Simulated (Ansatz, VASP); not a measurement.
## One calculation of SnSe, two programs

```
CELL_PARAMETERS angstrom
5.06445 0.00000 0.00000
-2.53223 4.38595 0.00000
0.00000 0.00000 6.07339
ATOMIC_POSITIONS crystal
Sn 0.33333 0.66667 0.25000
Sn 0.66667 0.33333 0.75000
Se 0.66667 0.33333 0.25000
Se 0.33333 0.66667 0.75000
```

Alike in both runs: task single point; functional PBE; k mesh 6 × 6 × 4; occupations fermi-dirac, width 0.02 eV; no spin polarisation.

|  | VASP | Ansatz |
| --- | --- | --- |
| version | VASP 6.6.1 | Ansatz 0.2.0 |
| potentials or method | VASP PAW PBE potentials, release 64 (Sn_d, Se) | plane waves, PAW |
| plane-wave cutoff (eV) | 520 | 420 |
| valence electrons in the cell | 40 | 60 |

```csv
,VASP,Ansatz,Ansatz less VASP
pressure (GPa),0.9,0.9,0.00
"traceless stress, the component that is largest in VASP (GPa)",0.12,0.12,+0.001
```

VASP's potentials hold 40 valence electrons a cell and Ansatz's 60, so a difference there can come from the potentials and not from the codes.
